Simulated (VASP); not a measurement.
# ZrAl3B3N (C2/m) in VASP: relaxation of cell and atoms with PBE

Aim: the relaxation of cell and atoms of ZrAl3B3N with PBE.

Everything below comes from runs of VASP 6.6.1. Logs are shortened: lines on timing, memory, paths and dates and some standing lists are left out, and cuts for length are marked.

## (1) The cell of the first run

Symmetry: C2/m, No. 12, monoclinic system. The conventional cell has a = 6.684 Å, b = 8.438 Å, c = 3.746 Å, α = 90.00°, β = 117.50°, γ = 90.00°. Zr (site symmetry 2/m) has 4 B at 1.87 to 2.24 Å within 2.5 Å. Within 2.2 Å of Al (site symmetry -1) lie 2 B at 1.68 Å. Al (site symmetry 2/m) has 2 N at 1.87 Å and 2 B at 1.98 Å within 2.5 Å. Within 2.3 Å of B (site symmetry 2) lie 3 Al at 1.68 to 1.98 Å and 1 Zr at 2.24 Å. Within 2.5 Å of B (site symmetry 2/m) lie 2 Zr at 1.87 Å. Within 2.5 Å of N (site symmetry 2/m) lie 2 Al at 1.87 Å.

The cell was generated, and may not be a known phase.

## (2) Relaxation of cell and atoms, PBE

File INCAR:

```
SYSTEM = ZrAl3B3N
PREC = Accurate
ENCUT = 600
EDIFF = 1E-7
ISMEAR = 0
SIGMA = 0.15
LREAL = .FALSE.
LASPH = .TRUE.
NELM = 80
ALGO = Normal
ISIF = 3
LWAVE = .FALSE.
LCHARG = .FALSE.
GGA = PE
IBRION = 2
NSW = 36
EDIFFG = -0.08
```

File KPOINTS:

```
Automatic mesh
0
G
  3 3 4
  0 0 0
```

File POSCAR:

```
ZrAl3B3N
1.0
    3.3418362600     -4.2192298400      0.0000000000
    3.3418362600      4.2192298400      0.0000000000
   -1.7299772400      0.0000000000      3.3229826500
Zr Al B N
1 3 3 1
Direct
    0.0000000000      0.0000000000      0.0000000000
    0.0000000000      0.5000000000      0.0000000000
    0.5000000000      0.0000000000      0.0000000000
    0.5000000000      0.5000000000      0.0000000000
    0.7347422900      0.2652577100      0.0000000000
    0.2652577100      0.7347422900      0.0000000000
    0.0000000000      0.0000000000      0.5000000000
    0.5000000000      0.5000000000      0.5000000000
```

Potentials or basis: VASP PAW PBE potentials, release 64 (Zr_sv, Al, B, N).

The run is started by

```
cat potpaw_PBE.64/Zr_sv/POTCAR potpaw_PBE.64/Al/POTCAR potpaw_PBE.64/B/POTCAR potpaw_PBE.64/N/POTCAR > POTCAR
mpirun -np 1 vasp_std > vasp.out
```

OUTCAR:

```text
SYSTEM = ZrAl3B3N
   PREC = Accurate
   ENCUT = 600
   EDIFF = 1E-7
   ISMEAR = 0
   LREAL = .FALSE.
   LASPH = .TRUE.
   NELM = 80
   ISIF = 3
   GGA = PE
   IBRION = 2
   NSW = 36
   EDIFFG = -0.08

 ion  position               nearest neighbor table
   1  0.000  0.000  0.000-   7 1.87   7 1.87   5 2.24   6 2.24   2 2.69   3 2.69   2 2.69   3 2.69
                             4 3.34   4 3.34
   2  0.000  0.500  0.000-   5 1.68   6 1.68   1 2.69   4 2.69   1 2.69   4 2.69   3 3.34   3 3.34

   3  0.500  0.000  0.000-   5 1.68   6 1.68   1 2.69   4 2.69   4 2.69   1 2.69   2 3.34   2 3.34

   4  0.500  0.500  0.000-   8 1.87   8 1.87   5 1.98   6 1.98   2 2.69   3 2.69   3 2.69   2 2.69
                             1 3.34   1 3.34
   5  0.735  0.265  0.000-   2 1.68   3 1.68   4 1.98   1 2.24
   6  0.265  0.735  0.000-   2 1.68   3 1.68   4 1.98   1 2.24
   7  0.000  0.000  0.500-   1 1.87   1 1.87
   8  0.500  0.500  0.500-   4 1.87   4 1.87

  LATTYP: Found a base centered monoclinic cell.
 ALAT       =     6.6836725200
 B/A-ratio  =     1.2625483452
 C/A-ratio  =     0.5605206107
 COS(beta)  =    -0.4617784274

  Lattice vectors:

 A1 = (   3.3418362600,  -4.2192298400,   0.0000000000)
 A2 = (   3.3418362600,   4.2192298400,   0.0000000000)
 A3 = (  -1.7299772400,   0.0000000000,   3.3229826500)

Analysis of symmetry for initial positions (statically):
=====================================================================
 Subroutine PRICEL returns:
 Original cell was already a primitive cell.

 Routine SETGRP: Setting up the symmetry group for a
 base centered monoclinic supercell.

 Subroutine GETGRP returns: Found  4 space group operations
 (whereof  4 operations were pure point group operations)
 out of a pool of  4 trial point group operations.

The static configuration has the point symmetry C_2h.

Analysis of symmetry for dynamics (positions and initial velocities):
=====================================================================
 Subroutine PRICEL returns:
 Original cell was already a primitive cell.

 Routine SETGRP: Setting up the symmetry group for a
 base centered monoclinic supercell.

 Subroutine GETGRP returns: Found  4 space group operations
 (whereof  4 operations were pure point group operations)
 out of a pool of  4 trial point group operations.

The dynamic configuration has the point symmetry C_2h.

 Subroutine INISYM returns: Found  4 space group operations
 (whereof  4 operations are pure point group operations),
 and found     1 'primitive' translations

----------------------------------------------------------------------------------------

                                     Primitive cell

  volume of cell :      93.7079

  direct lattice vectors                    reciprocal lattice vectors
     3.341836260 -4.219229840  0.000000000     0.149618342 -0.118505040  0.077892771
     3.341836260  4.219229840  0.000000000     0.149618342  0.118505040  0.077892771
    -1.729977240  0.000000000  3.322982650     0.000000000  0.000000000  0.300934463

  length of vectors
     5.382357293  5.382357293  3.746336203     0.206146493  0.206146493  0.300934463

  position of ions in fractional coordinates (direct lattice)
     0.000000000  0.000000000  0.000000000
     0.000000000  0.500000000  0.000000000
     0.500000000  0.000000000  0.000000000
     0.500000000  0.500000000  0.000000000
     0.734742290  0.265257710  0.000000000
     0.265257710  0.734742290  0.000000000
     0.000000000  0.000000000  0.500000000
     0.500000000  0.500000000  0.500000000

  ion indices of the primitive-cell ions
   primitive index   ion index
                 1           1
                 2           2
                 3           3
                 4           4
                 5           5
                 6           6
                 7           7
                 8           8

----------------------------------------------------------------------------------------

 KPOINTS: Automatic mesh

Automatic generation of k-mesh.
 Grid dimensions read from file:
 generate k-points for:    3    3    4

 Generating k-lattice:

  Cartesian coordinates                     Fractional coordinates (reciprocal lattice)
     0.049872781 -0.039501680  0.025964257     0.333333333  0.000000000 -0.000000000
     0.049872781  0.039501680  0.025964257     0.000000000  0.333333333 -0.000000000
     0.000000000  0.000000000  0.075233616     0.000000000  0.000000000  0.250000000

  Length of vectors
     0.068715498  0.068715498  0.075233616

  Shift w.r.t. Gamma in fractional coordinates (k-lattice)
     0.000000000  0.000000000  0.000000000

 Subroutine IBZKPT returns following result:
 ===========================================

 Found     14 irreducible k-points:

 Following reciprocal coordinates:
            Coordinates               Weight
  0.000000  0.000000  0.000000      1.000000
  0.333333  0.000000  0.000000      4.000000
  0.333333  0.333333  0.000000      2.000000
 -0.333333  0.333333  0.000000      2.000000
  0.000000  0.000000  0.250000      2.000000
  0.333333  0.000000  0.250000      4.000000
 -0.333333  0.000000  0.250000      4.000000
  0.333333  0.333333  0.250000      2.000000
 -0.333333  0.333333  0.250000      4.000000
 -0.333333 -0.333333  0.250000      2.000000
  0.000000  0.000000  0.500000      1.000000
  0.333333  0.000000  0.500000      4.000000
  0.333333  0.333333  0.500000      2.000000
 -0.333333  0.333333  0.500000      2.000000
   k-points           NKPTS =     14   k-points in BZ     NKDIM =     14   number of bands    NBANDS=     22
   number of dos      NEDOS =    301   number of ions     NIONS =      8
   total plane-waves  NPLWV =  69120
   dimension x,y,z NGX =    48 NGY =   48 NGZ =   30
   dimension x,y,z NGXF=    96 NGYF=   96 NGZF=   60
   ions per type =               1   3   3   1
   NGX,Y,Z   is equivalent  to a cutoff of  14.83, 14.83, 13.31 a.u.
   NGXF,Y,Z  is equivalent  to a cutoff of  29.65, 29.65, 26.63 a.u.
 SYSTEM =  ZrAl3B3N
   PREC   = accura    normal or accurate (medium, high low for compatibility)
   ISTART =      0    job   : 0-new  1-cont  2-samecut
   ICHARG =      2    charge: 1-file 2-atom 10-const
   ISPIN  =      1    spin polarized calculation?
   LNONCOLLINEAR =      F non collinear calculations
   LSORBIT =      F    spin-orbit coupling
   LASPH  =      T    aspherical Exc in radial PAW
   ENCUT  =  600.0 eV  44.10 Ry    6.64 a.u.  10.75 10.75  7.48*2*pi/ulx,y,z
   NELM   =     80;   NELMIN=  2; NELMDL= -5     # of ELM steps
   EDIFF  = 0.1E-06   stopping-criterion for ELM
   LREAL  =      F    real-space projection
   EDIFFG = -.8E-01   stopping-criterion for IOM
   NSW    =     36    number of steps for IOM
   IBRION =      2    ionic relax: 0-MD 1-quasi-New 2-CG
   NFREE  =      1    steps in history (QN), initial steepest desc. (CG)
   ISIF   =      3    stress and relaxation
   ISYM   =      2    0-nonsym 1-usesym 2-fastsym
   POTIM  = 0.5000    time-step for ionic-motion
   TEBEG  =    0.0;   TEEND  =   0.0 temperature during run
   PSTRESS=    0.0 pullay stress
   NELECT =      35.0000    total number of electrons
   NUPDOWN=      -1.0000    fix difference up-down
   EMIN   =  10.00;   EMAX   =-10.00  energy-range for DOS
   EFERMI =   0.00;   METHOD = LEGACY
   ISMEAR =     0;   SIGMA  =   0.15  broadening in eV -4-tet -1-fermi 0-gaus
   EFERMI_NEDOS =   21; number of points for ismear=-14 and -15
   IALGO  =     38    algorithm
   IMIX   =      4    mixing-type and parameters
     AMIX     =   0.40;   BMIX     =  1.00
     AMIX_MAG =   1.60;   BMIX_MAG =  1.00
  volume/ion in A,a.u.               =      11.71        79.05
  Fermi-wavevector in a.u.,A,eV,Ry     =   1.178977  2.227944 18.911922  1.389987
  Thomas-Fermi vector in A             =   2.315296
   LORBIT       =      0    0 simple, 1 ext, 2 COOP (PROOUT), +10 PAW based schemes
   GGA     = PE    functional components
   LHFCALC =     F    Hartree Fock is set to
   AEXX    =    0.0000 exact exchange contribution
   IVDW    =     0    specifies the selected vdW correction
   LEPSILON=     F    determine dielectric tensor
   LRPA    =     F    only Hartree local field effects (RPA)
 conjugate gradient relaxation of ions
 non-spin polarized calculation
 Gauss-broadening in eV      SIGMA  =   0.15
  energy-cutoff  :      600.00
  volume of cell :       93.71
 maximum number of plane-waves:      3149
 NGX is ok and might be reduce to    48
   NGX = 21   NGY = 21   NGZ = 15

--------------------------------------- Ionic step        1  -------------------------------------------

 number of electron      35.0000000 magnetization

 Free energy of the ion-electron system (eV)
  ---------------------------------------------------
  ext. energy  EPLUGINS =         0.00000000
  ---------------------------------------------------
  free energy    TOTEN  =       -33.88509142 eV

  energy without entropy =      -33.84802108  energy(sigma->0) =      -33.86655625

------------------------ aborting loop because EDIFF is reached ----------------------------------------

  FORCE on cell =-STRESS in cart. coord.  units (eV):
  Direction    XX          YY          ZZ          XY          YZ          ZX
  --------------------------------------------------------------------------------------
  -------------------------------------------------------------------------------------
  Total       71.3741478     20.3886269     13.8237587      0.0000000      0.0000000    -15.2198393
  in kB     1220.3238464    348.5957918    236.3525584      0.0000000      0.0000000   -260.2221301
  external PRESSURE =     601.7573989 kB  Pullay stress =       0.0000000 kB
[... 809 lines left out ...]
      6      -2.8817      2.00000
[... 14 lines left out ...]
     21       7.1992      0.00000
     22       7.2310      0.00000

[... ionic steps 4 to 16 ...]

--------------------------------------- Ionic step       17  -------------------------------------------

 number of electron      35.0000000 magnetization

------------------------ aborting loop because EDIFF is reached ----------------------------------------

  FORCE on cell =-STRESS in cart. coord.  units (eV):
  Direction    XX          YY          ZZ          XY          YZ          ZX
  --------------------------------------------------------------------------------------
  -------------------------------------------------------------------------------------
  Total       -0.2132428      0.4954918     -1.0545438      0.0000000      0.0000000     -0.3288944
  in kB       -3.2603882      7.5758494    -16.1235051      0.0000000      0.0000000     -5.0286489
  external PRESSURE =      -3.9360146 kB  Pullay stress =       0.0000000 kB
[... 69 lines left out ...]
  energy  without entropy=      -44.1029808590  energy(sigma->0) =      -44.12501149

--------------------------------------- Ionic step       19  -------------------------------------------

 number of electron      35.0000000 magnetization

 Free energy of the ion-electron system (eV)
  ---------------------------------------------------
  ext. energy  EPLUGINS =         0.00000000
  ---------------------------------------------------
  free energy    TOTEN  =       -44.15326717 eV

  energy without entropy =      -44.11159992  energy(sigma->0) =      -44.13243354

 E-fermi :   7.1003     XC(G=0): -10.7514

 val. band max:        7.0908958640   @ k =   0.0000   0.0000   0.2500
 cond. band min:       7.1115804313   @ k =   0.0000   0.0000   0.2500
 fundamental gap:      0.0206845673
 Fermi energy:         7.1002872197

 k-point     1 :       0.0000    0.0000    0.0000
  band No.  band energies     occupation
      1     -41.8226      2.00000
      2     -19.9480      2.00000
      3     -19.9474      2.00000
      4     -19.8428      2.00000
      5      -6.8444      2.00000
      6      -3.1967      2.00000
[... 374 lines left out ...]
  FREE ENERGIE OF THE ION-ELECTRON SYSTEM (eV)
  ---------------------------------------------------
  free  energy   TOTEN  =       -44.1532671658 eV

  energy  without entropy=      -44.1115999173  energy(sigma->0) =      -44.13243354

 reached required accuracy - stopping structural energy minimisation
```

Run time: 5.4 min. Hardware: 1 thread of Intel Xeon 6975P-C (Granite Rapids), shared host; peak memory 0.29 GiB.

What came out:

```
Free energy                           : -44.1533 eV
Relaxed volume                        : 13.07 Å³/atom
Relaxed cell                          : a = 6.017 Å, b = 6.017 Å, c = 5.401 Å, α = 123.95°, β = 123.95°, γ = 96.96°
Space group after relaxing (to 0.1 Å) : C2/m (No. 12)
Energy gained by relaxing             : 1283.5 meV/atom
Ionic steps                           : 19
Pressure after relaxing               : -0.3 GPa
Largest force after relaxing          : 0.026 eV/Å
Band gap on the k mesh                : zero (an odd number of electrons rules out a gap without spin polarisation)
```

Forces on the atoms (eV/Å):
```
Zr   0.000  0.000  0.000
Al   0.000  0.000  0.000
Al   0.000  0.000  0.000
Al   0.000  0.000  0.000
B    0.000  0.026  0.000
B    0.000 -0.026  0.000
B    0.000  0.000  0.000
N    0.000  0.000  0.000
```

Step by step:
```
step  energy change (eV)  largest force (eV/Å)  pressure (GPa)  volume (Å³)
   1              0.0000                0.1801           60.18        93.71
   2             -4.4974                0.0343          -17.75       162.18
   3             -7.5830                0.4440           -3.58       126.95
   4             -7.5854                0.4538           -2.98       126.24
   5             -8.1137                0.1778           -3.29       122.34
   6             -8.9992                1.1602           -1.27       109.14
   7             -9.4355                0.5937            0.63       104.60
   8             -9.6592                0.0575            5.67        97.82
   9             -9.6738                0.1501            4.01        99.51
  10             -9.6758                0.1162            4.52        98.95
  11             -9.7595                0.0976           -1.16       101.86
  12             -9.7667                0.0566            0.10       101.14
  13             -9.8945                0.1117           -0.49       102.05
  14            -10.1426                0.3412           -1.14       104.11
  15            -10.2225                0.1957            0.20       103.86
  16            -10.2387                0.1109            1.31       103.65
  17            -10.2602                0.0212           -0.39       104.79
  18            -10.2620                0.0091           -1.02       105.23
  19            -10.2682                0.0258           -0.28       104.54
```

Final structure:
```cif
data_structure
_symmetry_space_group_name_H-M 'P 1'
_symmetry_Int_Tables_number 1
_cell_length_a 6.0166
_cell_length_b 6.0166
_cell_length_c 5.4014
_cell_angle_alpha 123.955
_cell_angle_beta 123.955
_cell_angle_gamma 96.956
_cell_volume 104.54
loop_
_atom_site_label
_atom_site_type_symbol
_atom_site_fract_x
_atom_site_fract_y
_atom_site_fract_z
_atom_site_occupancy
Zr1 Zr 0.00000 0.00000 0.00000 1
Al1 Al 0.00000 0.50000 0.00000 1
Al2 Al 0.50000 0.00000 0.00000 1
Al3 Al 0.50000 0.50000 0.00000 1
B1 B 0.73248 0.26752 0.00000 1
B2 B 0.26752 0.73248 0.00000 1
B3 B 0.00000 0.00000 0.50000 1
N1 N 0.50000 0.50000 0.50000 1
```

Caveat: the k points lie up to 0.54 Å⁻¹ apart in the final cell, too coarse for converged energies and pressures of a metal; a cell axis changed by over 15 % at a fixed basis, so the end point is rough; an odd number of electrons without spin polarisation forces a metal; a magnetic or distorted state may lie lower.

The gap in the log of VASP goes by the Fermi energy; the results here count the filled bands.